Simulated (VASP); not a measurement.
# BeZn2TeS2 (P6/mmm) in VASP: notebook

Runs on BeZn2TeS2. Level: PBE. Tasks: single point, relaxation of cell and atoms.

All numbers are computed with VASP 6.6.1; they aren't measurements. Logs are shortened: lines on timing, memory, paths and dates and some standing lists are left out, and cuts for length are marked.

**1. The cell of the first run**

The structure is hexagonal, space group P6/mmm (No. 191). The conventional cell has a = 4.782 Å, b = 4.782 Å, c = 5.339 Å, α = 90.00°, β = 90.00°, γ = 120.00°. Be (site symmetry 6/mmm) has 2 Te at 2.67 Å and 6 Zn at 2.76 Å within 3.5 Å. Within 3.5 Å of Zn (site symmetry -6m2) lie 2 S at 2.67 Å and 3 Zn at 2.76 Å and 3 Be at 2.76 Å. Within 3.5 Å of Te (site symmetry 6/mmm) lie 2 Be at 2.67 Å and 6 S at 2.76 Å. S (site symmetry -6m2) has 2 Zn at 2.67 Å and 3 S at 2.76 Å and 3 Te at 2.76 Å within 3.5 Å.

The cell was built from a structure type or drawn by symmetry, and may not be a known phase.

**2. Single point, PBE**

INCAR

```
SYSTEM = BeZn2TeS2
PREC = Accurate ; ENCUT = 520
EDIFF = 1E-6 ; ISMEAR = 0
SIGMA = 0.1 ; LREAL = .False.
LASPH = .True. ; NELM = 80
ALGO = Normal ; ISIF = 2
LWAVE = .False. ; LCHARG = .False.
GGA = PE ; NBANDS = 31
```

KPOINTS

```
regular mesh
0
Gamma
  12 12 8
  0 0 0
```

POSCAR

```
BeZn2TeS2
1.0
    4.7815652687      0.0000000000      0.0000000000
   -2.3907826344      4.1409569925      0.0000000000
    0.0000000000      0.0000000000      5.3391929291
Be Zn Te S
1 2 1 2
Direct
    0.0000000000      0.0000000000      0.5000000000
    0.3333333333      0.6666666667      0.5000000000
    0.6666666667      0.3333333333      0.5000000000
    0.0000000000      0.0000000000      0.0000000000
    0.3333333333      0.6666666667      0.0000000000
    0.6666666667      0.3333333333      0.0000000000
```

Potentials or basis: VASP PAW PBE potentials, release 64 (Be, Zn, Te, S).

Launch:

```console
cat potpaw_PBE.64/Be/POTCAR potpaw_PBE.64/Zn/POTCAR potpaw_PBE.64/Te/POTCAR potpaw_PBE.64/S/POTCAR > POTCAR
mpirun -np 1 vasp_std > vasp.out
```

OUTCAR:

```text
SYSTEM = BeZn2TeS2
   PREC = Accurate
   ENCUT = 520
   EDIFF = 1E-6
   ISMEAR = 0
   LREAL = .False.
   LASPH = .True.
   NELM = 80
   ISIF = 2
   GGA = PE

 ion  position               nearest neighbor table
   1  0.000  0.000  0.500-   4 2.67   4 2.67
   2  0.333  0.667  0.500-   5 2.67   5 2.67   3 2.76   3 2.76   3 2.76
   3  0.667  0.333  0.500-   6 2.67   6 2.67   2 2.76   2 2.76   2 2.76
   4  0.000  0.000  0.000-   1 2.67   1 2.67   6 2.76   5 2.76   5 2.76   6 2.76   6 2.76   5 2.76

   5  0.333  0.667  0.000-   2 2.67   2 2.67   6 2.76   6 2.76   4 2.76   4 2.76   4 2.76   6 2.76

   6  0.667  0.333  0.000-   3 2.67   3 2.67   5 2.76   5 2.76   4 2.76   4 2.76   4 2.76   5 2.76

  LATTYP: Found a hexagonal cell.
 ALAT       =     4.7815652687
 C/A-ratio  =     1.1166203176

  Lattice vectors:

 A1 = (   4.7815652687,   0.0000000000,   0.0000000000)
 A2 = (  -2.3907826344,   4.1409569925,   0.0000000000)
 A3 = (   0.0000000000,   0.0000000000,   5.3391929291)

Analysis of symmetry for initial positions (statically):
=====================================================================
 Subroutine PRICEL returns:
 Original cell was already a primitive cell.

 Routine SETGRP: Setting up the symmetry group for a
 hexagonal supercell.

 Subroutine GETGRP returns: Found 24 space group operations
 (whereof 24 operations were pure point group operations)
 out of a pool of 24 trial point group operations.

The static configuration has the point symmetry D_6h.

Analysis of symmetry for dynamics (positions and initial velocities):
=====================================================================
 Subroutine PRICEL returns:
 Original cell was already a primitive cell.

 Routine SETGRP: Setting up the symmetry group for a
 hexagonal supercell.

 Subroutine GETGRP returns: Found 24 space group operations
 (whereof 24 operations were pure point group operations)
 out of a pool of 24 trial point group operations.

The dynamic configuration has the point symmetry D_6h.

 Subroutine INISYM returns: Found 24 space group operations
 (whereof 24 operations are pure point group operations),
 and found     1 'primitive' translations

----------------------------------------------------------------------------------------

                                     Primitive cell

  volume of cell :     105.7174

  direct lattice vectors                    reciprocal lattice vectors
     4.781565269  0.000000000  0.000000000     0.209136537  0.120745036  0.000000000
    -2.390782634  4.140956992  0.000000000     0.000000000  0.241490071  0.000000000
     0.000000000  0.000000000  5.339192929     0.000000000  0.000000000  0.187294225

  length of vectors
     4.781565269  4.781565269  5.339192929     0.241490071  0.241490071  0.187294225

  position of ions in fractional coordinates (direct lattice)
     0.000000000  0.000000000  0.500000000
     0.333333333  0.666666667  0.500000000
     0.666666667  0.333333333  0.500000000
     0.000000000  0.000000000  0.000000000
     0.333333333  0.666666667  0.000000000
     0.666666667  0.333333333  0.000000000

  ion indices of the primitive-cell ions
   primitive index   ion index
                 1           1
                 2           2
                 3           3
                 4           4
                 5           5
                 6           6

----------------------------------------------------------------------------------------

 KPOINTS: regular mesh

Automatic generation of k-mesh.
 Grid dimensions read from file:
 generate k-points for:   12   12    8

 Generating k-lattice:

  Cartesian coordinates                     Fractional coordinates (reciprocal lattice)
     0.017428045  0.010062086  0.000000000     0.083333333  0.000000000  0.000000000
     0.000000000  0.020124173  0.000000000     0.000000000  0.083333333  0.000000000
     0.000000000  0.000000000  0.023411778     0.000000000  0.000000000  0.125000000

  Length of vectors
     0.020124173  0.020124173  0.023411778

  Shift w.r.t. Gamma in fractional coordinates (k-lattice)
     0.000000000  0.000000000  0.000000000

 Subroutine IBZKPT returns following result:
 ===========================================

 Found     95 irreducible k-points:

 Following reciprocal coordinates:
            Coordinates               Weight
  0.000000  0.000000  0.000000      1.000000
  0.083333  0.000000  0.000000      6.000000
  0.166667  0.000000  0.000000      6.000000
  0.250000  0.000000  0.000000      6.000000
  0.333333  0.000000  0.000000      6.000000
  0.416667  0.000000  0.000000      6.000000
[... 16 lines left out ...]
  0.250000  0.000000  0.125000     12.000000
  0.333333  0.000000  0.125000     12.000000
 [... further k-points ...]
   k-points           NKPTS =     95   k-points in BZ     NKDIM =     95   number of bands    NBANDS=     31
   number of dos      NEDOS =    301   number of ions     NIONS =      6
   total plane-waves  NPLWV =  51840
   dimension x,y,z NGX =    36 NGY =   36 NGZ =   40
   dimension x,y,z NGXF=    72 NGYF=   72 NGZF=   80
   ions per type =               1   2   1   2
   NGX,Y,Z   is equivalent  to a cutoff of  12.52, 12.52, 12.45 a.u.
   NGXF,Y,Z  is equivalent  to a cutoff of  25.03, 25.03, 24.91 a.u.
 SYSTEM =  BeZn2TeS2
   PREC   = accura    normal or accurate (medium, high low for compatibility)
   ISTART =      0    job   : 0-new  1-cont  2-samecut
   ICHARG =      2    charge: 1-file 2-atom 10-const
   ISPIN  =      1    spin polarized calculation?
   LNONCOLLINEAR =      F non collinear calculations
   LSORBIT =      F    spin-orbit coupling
   LASPH  =      T    aspherical Exc in radial PAW
   ENCUT  =  520.0 eV  38.22 Ry    6.18 a.u.   8.89  8.89  9.93*2*pi/ulx,y,z
   NELM   =     80;   NELMIN=  2; NELMDL= -5     # of ELM steps
   EDIFF  = 0.1E-05   stopping-criterion for ELM
   LREAL  =      F    real-space projection
   EDIFFG = 0.1E-04   stopping-criterion for IOM
   NSW    =      0    number of steps for IOM
   IBRION =     -1    ionic relax: 0-MD 1-quasi-New 2-CG
   NFREE  =      0    steps in history (QN), initial steepest desc. (CG)
   ISIF   =      2    stress and relaxation
   ISYM   =      2    0-nonsym 1-usesym 2-fastsym
   POTIM  = 0.5000    time-step for ionic-motion
   TEBEG  =    0.0;   TEEND  =   0.0 temperature during run
   PSTRESS=    0.0 pullay stress
   NELECT =      44.0000    total number of electrons
   NUPDOWN=      -1.0000    fix difference up-down
   EMIN   =  10.00;   EMAX   =-10.00  energy-range for DOS
   EFERMI =   0.00;   METHOD = LEGACY
   ISMEAR =     0;   SIGMA  =   0.10  broadening in eV -4-tet -1-fermi 0-gaus
   EFERMI_NEDOS =   21; number of points for ismear=-14 and -15
   IALGO  =     38    algorithm
   IMIX   =      4    mixing-type and parameters
     AMIX     =   0.40;   BMIX     =  1.00
     AMIX_MAG =   1.60;   BMIX_MAG =  1.00
  volume/ion in A,a.u.               =      17.62       118.90
  Fermi-wavevector in a.u.,A,eV,Ry     =   1.222297  2.309807 20.327255  1.494011
  Thomas-Fermi vector in A             =   2.357449
   LORBIT       =      0    0 simple, 1 ext, 2 COOP (PROOUT), +10 PAW based schemes
   GGA     = PE    functional components
   LHFCALC =     F    Hartree Fock is set to
   AEXX    =    0.0000 exact exchange contribution
   IVDW    =     0    specifies the selected vdW correction
   LEPSILON=     F    determine dielectric tensor
   LRPA    =     F    only Hartree local field effects (RPA)
 non-spin polarized calculation
 Gauss-broadening in eV      SIGMA  =   0.10
  energy-cutoff  :      520.00
  volume of cell :      105.72
 maximum number of plane-waves:      2868
 NGX is ok and might be reduce to    36
   NGX = 17   NGY = 17   NGZ = 19

 number of electron      44.0000002 magnetization

 Free energy of the ion-electron system (eV)
  ---------------------------------------------------
  ext. energy  EPLUGINS =         0.00000000
  ---------------------------------------------------
  free energy    TOTEN  =       -15.20549169 eV

  energy without entropy =      -15.18883121  energy(sigma->0) =      -15.19716145

 E-fermi :   5.4760     XC(G=0): -10.5358

 val. band max:        5.4753425724   @ k =   0.3333   0.1667   0.5000
 cond. band min:       5.4792818994   @ k =   0.3333   0.1667   0.3750
 fundamental gap:      0.0039393269
 Fermi energy:         5.4759962886

 k-point     1 :       0.0000    0.0000    0.0000
  band No.  band energies     occupation
      1     -10.1925      2.00000
      2      -5.7298      2.00000
      3      -4.1365      2.00000
      4      -1.5425      2.00000
      5      -1.2789      2.00000
      6      -1.2789      2.00000
[... 23 lines left out ...]
     30      11.5261      0.00000
     31      11.5261      0.00000

 k-point     2 :       0.0833    0.0000    0.0000
  band No.  band energies     occupation
      1     -10.1382      2.00000
      2      -5.8134      2.00000
      3      -4.3039      2.00000
      4      -1.5566      2.00000
      5      -1.3264      2.00000
      6      -1.3186      2.00000
[... 23 lines left out ...]
     30      11.0757      0.00000
     31      11.1744      0.00000

 k-point     3 :       0.1667    0.0000    0.0000
  band No.  band energies     occupation
      1      -9.9761      2.00000
      2      -6.0589      2.00000
      3      -4.7226      2.00000
      4      -1.5570      2.00000
      5      -1.3683      2.00000
      6      -1.3577      2.00000
[... 23 lines left out ...]
     30      11.0425      0.00000
     31      11.1846      0.00000

 k-point     4 :       0.2500    0.0000    0.0000
  band No.  band energies     occupation
      1      -9.7082      2.00000
      2      -6.4707      2.00000
      3      -5.1821      2.00000
      4      -1.5253      2.00000
      5      -1.4020      2.00000
      6      -1.3941      2.00000
[... 635 lines left out ...]
     30      11.0053      0.00000
     31      11.2503      0.00000

 k-point    23 :       0.2500    0.0000    0.1250
  band No.  band energies     occupation
      1      -9.6985      2.00000
      2      -6.4592      2.00000
      3      -5.1731      2.00000
      4      -1.5372      2.00000
      5      -1.4131      2.00000
      6      -1.4056      2.00000
[... 23 lines left out ...]
     30      11.3847      0.00000
     31      12.1551      0.00000

 k-point    24 :       0.3333    0.0000    0.1250
  band No.  band energies     occupation
      1      -9.3294      2.00000
      2      -7.0236      2.00000
      3      -5.5047      2.00000
      4      -1.5115      2.00000
      5      -1.4979      2.00000
      6      -1.4256      2.00000
[... 23 lines left out ...]
     30      11.8094      0.00000
     31      12.7837      0.00000

 [... further k-points ...]

------------------------ aborting loop because EDIFF is reached ----------------------------------------

  FORCE on cell =-STRESS in cart. coord.  units (eV):
  Direction    XX          YY          ZZ          XY          YZ          ZX
  --------------------------------------------------------------------------------------
  -------------------------------------------------------------------------------------
  Total       -0.0780786     -0.0780786      0.0696661      0.0000000     -0.0000000      0.0000000
  in kB       -1.1833037     -1.1833037      1.0558098      0.0000000     -0.0000000      0.0000000
  external PRESSURE =      -0.4369325 kB  Pullay stress =       0.0000000 kB

 VOLUME and BASIS-vectors are now :
 -----------------------------------------------------------------------------
  energy-cutoff  :      520.00
  volume of cell :      105.72
      direct lattice vectors                 reciprocal lattice vectors
     4.781565269  0.000000000  0.000000000     0.209136537  0.120745036  0.000000000
    -2.390782634  4.140956992  0.000000000     0.000000000  0.241490071  0.000000000
     0.000000000  0.000000000  5.339192929     0.000000000  0.000000000  0.187294225

 POSITION                                       TOTAL-FORCE (eV/Angst)
 -----------------------------------------------------------------------------------
      0.00000      0.00000      2.66960        -0.000000      0.000000     -0.000000
     -0.00000      2.76064      2.66960        -0.000000     -0.000000      0.000000
      2.39078      1.38032      2.66960         0.000000      0.000000     -0.000000
      0.00000      0.00000      0.00000        -0.000000      0.000000     -0.000000
     -0.00000      2.76064      0.00000        -0.000000      0.000000     -0.000000
      2.39078      1.38032      0.00000        -0.000000     -0.000000     -0.000000
 -----------------------------------------------------------------------------------
    total drift:                                0.000000      0.000000     -0.000000

  FREE ENERGIE OF THE ION-ELECTRON SYSTEM (eV)
  ---------------------------------------------------
  free  energy   TOTEN  =       -15.2054916931 eV

  energy  without entropy=      -15.1888312068  energy(sigma->0) =      -15.19716145
```

Wall time 3.8 min (1 thread of Intel Xeon Platinum 8488C (Sapphire Rapids), shared host); peak memory 0.44 GiB.

Results:

| Item | Value |
| --- | --- |
| Free energy | -15.2055 eV |
| Pressure | 0.0 GPa |
| Band gap on the k mesh | zero (bands 22 and 23 overlap by 2.72 eV) |

Caveat: spin-orbit coupling is left out, which moves the levels of the heavy elements.

**3. Relaxation of cell and atoms, PBE**

This run uses another cell than the first one, of 23.80 Å³/atom.

INCAR

```
SYSTEM = BeZn2TeS2
  PREC = Accurate
  ENCUT = 600
  EDIFF = 1E-6
  ISMEAR = 0
  SIGMA = 0.1
  LREAL = .FALSE.
  LASPH = .TRUE.
  NELM = 100
  ALGO = Normal
  ISIF = 3
  LWAVE = .FALSE.
  LCHARG = .FALSE.
  GGA = PE
  IBRION = 2
  NSW = 90
  EDIFFG = -0.04
```

KPOINTS

```
regular mesh
0
G
  6 6 4
  0 0 0
```

POSCAR

```
BeZn2TeS2
1.0
    4.7692780400      0.0000000000      0.0000000000
   -2.3846390200      4.1303159400      0.0000000000
    0.0000000000      0.0000000000      7.2486193400
Be Zn Te S
1 2 1 2
Direct
    0.0000000000      0.0000000000      0.5000000000
    0.3333333300      0.6666666700      0.5000000000
    0.6666666700      0.3333333300      0.5000000000
    0.0000000000      0.0000000000      0.0000000000
    0.3333333300      0.6666666700      0.0000000000
    0.6666666700      0.3333333300      0.0000000000
```

Potentials or basis: VASP PAW PBE potentials, release 64 (Be, Zn, Te, S).

Launch:

```console
cat potpaw_PBE.64/Be/POTCAR potpaw_PBE.64/Zn/POTCAR potpaw_PBE.64/Te/POTCAR potpaw_PBE.64/S/POTCAR > POTCAR
mpirun -np 1 vasp_std > vasp.out
```

It took 12 min on 1 thread of Intel Xeon Platinum 8488C (Sapphire Rapids), shared host; peak memory 0.4 GiB.

It converged, with:

- Free energy: -15.1811 eV
- Relaxed volume: 17.72 Å³/atom
- Relaxed cell: a = 4.788 Å, b = 4.788 Å, c = 5.356 Å, α = 90.00°, β = 90.00°, γ = 120.00°
- Space group after relaxing (to 0.1 Å): P6/mmm (No. 191)
- Energy gained by relaxing: 225.8 meV/atom
- Ionic steps: 9
- Pressure after relaxing: -0.2 GPa
- Band gap on the k mesh: zero (bands 22 and 23 overlap by 2.71 eV)

Stress tensor (GPa, compression positive):
```
-0.30  0.00  0.00
 0.00 -0.30  0.00
 0.00  0.00 -0.02
```

The path:
| step | energy change (eV) | largest force (eV/Å) | pressure (GPa) | volume (Å³) |
| --- | --- | --- | --- | --- |
| 1 | 0.0000 | 0.0000 | -4.22 | 142.79 |
| 2 | -0.2685 | 0.0000 | -1.21 | 130.22 |
| 3 | -0.3215 | 0.0000 | 1.04 | 123.68 |
| 4 | -0.5300 | 0.0000 | 1.29 | 119.17 |
| 5 | -1.1030 | 0.0000 | 2.91 | 107.13 |
| 6 | 0.9994 | 0.0000 | 30.96 | 82.36 |
| 7 | -1.1816 | 0.0000 | 3.77 | 104.47 |
| 8 | -1.2190 | 0.0000 | 5.32 | 101.02 |
| 9 | -1.3550 | 0.0000 | -0.20 | 106.32 |

Final structure:
```yaml
crystal:
  lattice:
    - [4.78776, 0.00000, 0.00000]
    - [-2.39388, 4.14632, 0.00000]
    - [0.00000, 0.00000, 5.35581]
  atoms:
    - { symbol: Be, position: [0.00000, 0.00000, 0.50000] }
    - { symbol: Zn, position: [0.33333, 0.66667, 0.50000] }
    - { symbol: Zn, position: [0.66667, 0.33333, 0.50000] }
    - { symbol: Te, position: [0.00000, 0.00000, 0.00000] }
    - { symbol: S, position: [0.33333, 0.66667, 0.00000] }
    - { symbol: S, position: [0.66667, 0.33333, 0.00000] }
```

Levels at points of the mesh, in eV from the Fermi level:
| k point | band 19 | band 20 | band 21 | band 22 | band 23 | band 24 | band 25 | band 26 |
| --- | --- | --- | --- | --- | --- | --- | --- | --- |
| (0.00, 0.00, 0.00) | -4.94 | -1.83 | -1.52 | 1.97 | 1.97 | 2.81 | 2.81 | 2.97 |
| (0.50, 0.00, 0.00) | -2.35 | -2.04 | -1.84 | -0.24 | -0.19 | 1.34 | 1.41 | 1.63 |
| (0.00, 0.00, 0.50) | -1.95 | -1.75 | -0.93 | 1.06 | 1.17 | 1.17 | 1.76 | 1.76 |
| (0.50, 0.00, 0.50) | -1.83 | -1.06 | -0.18 | 0.00 | 0.64 | 1.34 | 1.64 | 2.95 |

Caveat: the volume moved by over 15 % at a fixed basis, so the end points are rough; spin-orbit coupling is left out, which moves the levels of the heavy elements.
